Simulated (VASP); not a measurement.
KI: single point with PBE

Crystal: KI.

```xyz
2
Lattice="0.0000 3.7008 3.4364 3.7008 0.0000 3.4364 3.7008 3.7008 0.0000" Properties=species:S:1:pos:R:3 pbc="T T T"
K     0.0000    0.0000    0.0000
I     3.7008    3.7008    3.4364
```

This cell differs from its parent crystal: strain +0.050 along x and y, -0.025 along z.

* Program: VASP 6.6.1
* Task: single point
* Functional: PBE
* Potentials or basis: VASP PAW PBE potentials, release 64 (K_sv, I)
* Cutoff: 520 eV
* k mesh: 6 × 6 × 6
* Occupations: gaussian, width 0.05 eV
* Spin: no spin polarisation
* Dipole correction: no
* Further INCAR settings: ALGO = Normal; EDIFF = 1e-06; NBANDS = 15

- Pressure: 0.0 GPa
- Band gap on the k mesh: 3.81 eV, direct

Stress tensor (GPa, compression positive):
```
-0.51  0.00  0.00
 0.00 -0.51  0.00
 0.00  0.00  1.15
```

Levels at points of the mesh, in eV from the valence-band top:
| k point | band 4 | band 5 | band 6 | band 7 | band 8 | band 9 | band 10 | band 11 | band 12 | band 13 |
| --- | --- | --- | --- | --- | --- | --- | --- | --- | --- | --- |
| (0.00, 0.00, 0.00) | -12.09 | -10.42 | 0.00 | 0.00 | 0.00 | 3.81 | 6.39 | 6.39 | 6.81 | 7.04 |
| (0.50, 0.00, 0.00) | -12.09 | -10.20 | -1.19 | -0.30 | -0.28 | 5.45 | 7.48 | 7.76 | 8.33 | 8.59 |
| (0.50, 0.50, 0.00) | -12.11 | -10.29 | -0.85 | -0.40 | -0.40 | 4.99 | 5.67 | 8.15 | 8.55 | 8.69 |
| (0.50, 0.00, 0.50) | -12.10 | -10.31 | -0.92 | -0.34 | -0.25 | 5.06 | 5.62 | 7.96 | 8.36 | 8.55 |

Run time: 54 s on 1 thread of Intel(R) Xeon(R) Platinum 8488C (Sapphire Rapids), on a shared host, peak memory 0.25 GiB.

Caveat: the cell differs from its parent crystal (strain +0.050 along x and y, -0.025 along z); spin-orbit coupling is left out, which moves the levels of the heavy elements.
